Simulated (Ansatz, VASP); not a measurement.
# SnO: VASP beside Ansatz

INCAR

```
PREC     = Accurate       # precision mode
ENCUT    = 520            # plane-wave cutoff, eV
EDIFF    = 1E-6           # SCF threshold, eV
ISMEAR   = 0              # smearing method
SIGMA    = 0.15           # smearing width, eV
LREAL    = F              # projectors in reciprocal space
LASPH    = T              # aspherical terms in the spheres
NELM     = 80             # most SCF steps
ALGO     = Normal         # electronic algorithm
ISIF     = 2              # what is computed and relaxed
LWAVE    = F              # write WAVECAR
LCHARG   = T              # write CHGCAR
GGA      = PS             # functional
LELF     = T              # ELF
LVHAR    = T            
NBANDS   = 28             # bands
```

KPOINTS

```
Automatic mesh
0
Gamma
  12 12 10
```

The input POSCAR:

```
SnO
1.0
    3.9195382016      0.0000000000      0.0000000000
    0.0000000000      3.9195382016      0.0000000000
    0.0000000000      0.0000000000      4.7531851815
Sn O
2 2
Direct
    0.0000000000      0.5000000000      0.2423986461
    0.5000000000      0.0000000000      0.7576013539
    0.0000000000      0.0000000000      0.0000000000
    0.5000000000      0.5000000000      0.0000000000
```

Input for Ansatz:

```yaml
crystal:
  lattice:
    - [3.9195382016, 0.0, 0.0]
    - [0.0, 3.9195382016, 0.0]
    - [0.0, 0.0, 4.7531851815]
  atoms:
    - { symbol: Sn, position: [0.0, 0.5, 0.2423986461] }
    - { symbol: Sn, position: [0.5, 0.0, 0.7576013539] }
    - { symbol: O, position: [0.0, 0.0, 0.0] }
    - { symbol: O, position: [0.5, 0.5, 0.0] }
basis:
  ecutwfc: 420
kpoints:
  mp_grid: { grid: [12, 12, 10] }
hamiltonian:
  xc: pbesol
scf:
  occupations: { method: gaussian, width: 0.15 }
output:
  forces: true
  stress: true
  eigenvalues: true
```

Change from the starting cell: strain +0.030 along x and y, +0.000 along z, atoms carried along.

Alike in both runs: task single point; functional PBEsol; k mesh 12 × 12 × 10; occupations gaussian, width 0.15 eV; no spin polarisation.

|  | VASP | Ansatz |
| --- | --- | --- |
| version | VASP 6.6.1 | Ansatz 0.2.0 |
| potentials or method | VASP PAW PBE potentials, release 64 (Sn_d, O), cutoff 520 eV | scalar-relativistic, plane waves, PAW |
| valence electrons in the cell | 40 | 40 |

|  | VASP | Ansatz | Ansatz less VASP |
| --- | --- | --- | --- |
| gap on the k mesh at the Fermi level (eV) | 0.25 | 0.24 | -0.007 |
| least direct gap on the mesh (eV) | 1.83 | 1.84 | +0.010 |
| pressure (GPa) | -5.2 | -5.4 | -0.16 |
| traceless stress, the component that is largest in VASP (GPa) | 2.12 | 2.12 | -0.001 |
| rms of the force components (eV/Å) | 0.214 | 0.243 | +0.0291 |

VASP's potentials were made for PBE, not for PBEsol. Atom by atom the forces differ by 0.029 eV/Å (rms over components).
